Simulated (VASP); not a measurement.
Runs of VASP 6.6.1 on B. The structure is that of space group P6/mmm (No. 191), or close to it. The cells are those of the table. 

| task | potentials or basis | cell | k mesh | cutoff (eV) | second run | gap on the mesh (eV) | pressure (GPa) | relaxed volume (Å³/atom) | largest force (eV/Å) |
| --- | --- | --- | --- | --- | --- | --- | --- | --- | --- |
| relaxation of cell and atoms | VASP PAW PBE potentials, release 64 (B_h) | relaxed from a = 1.875, b = 1.875, c = 5.642 Å, angles 90.0, 90.0, 120.0°, 2 atoms | 12 × 12 × 4 | 910 | hard_potentials | none | -0.1 | 8.45 | - |
| relaxation of cell and atoms | VASP PAW PBE potentials, release 64 (B_h) | relaxed from a = 2.771, b = 2.771, c = 4.884 Å, angles 90.0, 90.0, 120.0°, 2 atoms | 6 × 6 × 4 | 910 | hard_potentials | none | 0.3 | 8.44 | 0.02 |
| relaxation of cell and atoms | VASP PAW PBE potentials, release 64 (B) | relaxed from a = 2.771, b = 2.771, c = 4.884 Å, angles 90.0, 90.0, 120.0°, 2 atoms | 6 × 6 × 4 | 600 | - | none | 0.1 | (a) | 0.01 |
| single point | VASP PAW PBE potentials, release 64 (B) | a = 1.847, b = 1.847, c = 5.523 Å, angles 90.0, 90.0, 120.0°, 2 atoms | 12 × 12 × 4 | 520 | - | none | 0.1 | - | 0.03 |
| single point | VASP PAW PBE potentials, release 64 (B) | a = 1.875, b = 1.875, c = 5.642 Å, angles 90.0, 90.0, 120.0°, 2 atoms | 6 × 6 × 4 | 520 | - | none | 0.1 | - | 0.01 |

Alike in all rows: level PBE; no spin polarisation; smearing gaussian 0.1 eV.

Q: Estimate the missing entries.

A: (a) 8.78.

Caveats: some runs use coarse meshes; this functional lacks dispersion, which binds the layers, so the pressure and a relaxed spacing across them are unreliable; the volume moved by over 15 % at a fixed basis, so the end points are rough (some runs).

A gap of «none» marks levels without a gap at the run's occupations.
